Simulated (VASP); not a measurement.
# Ag: relaxation of cell and atoms with LDA

Ag:

```
Ag
1.0
     0.00000    2.18967    2.18967
     2.18967    0.00000    2.18967
     2.18967    2.18967    0.00000
Ag
2
Direct
  0.87500 0.87500 0.87500
  0.12500 0.12500 0.12500
```

This isn't the form of Ag at room conditions, which is fcc.

```json
{"Program": "VASP 6.6.1", "Task": "relaxation of cell and atoms", "Functional": "LDA", "Potentials or basis": "VASP PAW LDA potentials, release 64 (Ag)", "Cutoff": "500 eV", "k mesh": "14 × 14 × 14", "Occupations": "fermi-dirac, width 0.05 eV", "Spin": "no spin polarisation", "Target pressure": "280 GPa", "Dipole correction": "no", "Further INCAR settings": "ALGO = Normal; EDIFF = 1e-07; IBRION = 2; EDIFFG = -0.005; NSW = 60; ISIF = 3"}
```

```yaml
Relaxed_volume: 12.17 Å³/atom
Relaxed_cell: a = 3.253 Å, b = 3.253 Å, c = 3.253 Å, α = 60.00°, β = 60.00°, γ = 60.00°
Space_group_after_relaxing_to_0.1_Å: Fd-3m (No. 227)
Energy_change_on_relaxing_the_run_minimises_the_enthalpy: -3773.0 meV/atom
Ionic_steps: 15
Pressure_after_relaxing: 280.0 GPa
Band_gap_on_the_k_mesh: zero (bands 11 and 12 overlap by 1.25 eV)
```

The path:
```csv
step,energy change (eV),largest force (eV/Å),pressure (GPa),volume (Å³)
1,0.0000,0.0000,456.09,21.00
2,-17.1023,0.0000,-24.68,79.20
3,-13.5747,0.0000,139.92,29.13
4,-8.0526,0.0000,268.19,24.64
5,-7.5754,0.0000,279.32,24.36
6,-7.4516,0.0000,282.20,24.29
7,-7.4638,0.0000,281.92,24.30
8,-7.5005,0.0000,281.06,24.32
9,-7.5011,0.0000,281.05,24.32
10,-7.5029,0.0000,281.01,24.32
11,-7.5064,0.0000,280.93,24.32
12,-7.5135,0.0000,280.77,24.33
13,-7.5277,0.0000,280.43,24.34
14,-7.5561,0.0000,279.77,24.35
15,-7.5461,0.0000,279.99,24.35
```

Final structure:
```yaml
crystal:
  lattice:
    - [0.00000, 2.30042, 2.30042]
    - [2.30042, 0.00000, 2.30042]
    - [2.30042, 2.30042, 0.00000]
  atoms:
    - { symbol: Ag, position: [0.87500, 0.87500, 0.87500] }
    - { symbol: Ag, position: [0.12500, 0.12500, 0.12500] }
```

Levels at points of the mesh, in eV from the Fermi level:
| k point | band 9 | band 10 | band 11 | band 12 | band 13 | band 14 |
| --- | --- | --- | --- | --- | --- | --- |
| (0.00, 0.00, 0.00) | -5.92 | -2.83 | -2.83 | 13.10 | 13.34 | 13.34 |
| (0.50, 0.00, 0.00) | -4.15 | -3.45 | -3.45 | -0.05 | 9.96 | 11.36 |
| (0.50, 0.50, 0.00) | -3.07 | -3.07 | 0.42 | 0.42 | 3.81 | 3.81 |

It took 110 s on 1 thread of Intel(R) Xeon(R) Platinum 8488C (Sapphire Rapids), with other jobs on the host, peak memory 0.15 GiB.

Caveat: the cell is relaxed towards a set pressure, so the run minimises the enthalpy, not the energy; the volume moved by over 15 % at a fixed basis, so the end points are rough; atoms lie so close that the PAW spheres overlap strongly, which falsifies energies and pressures.
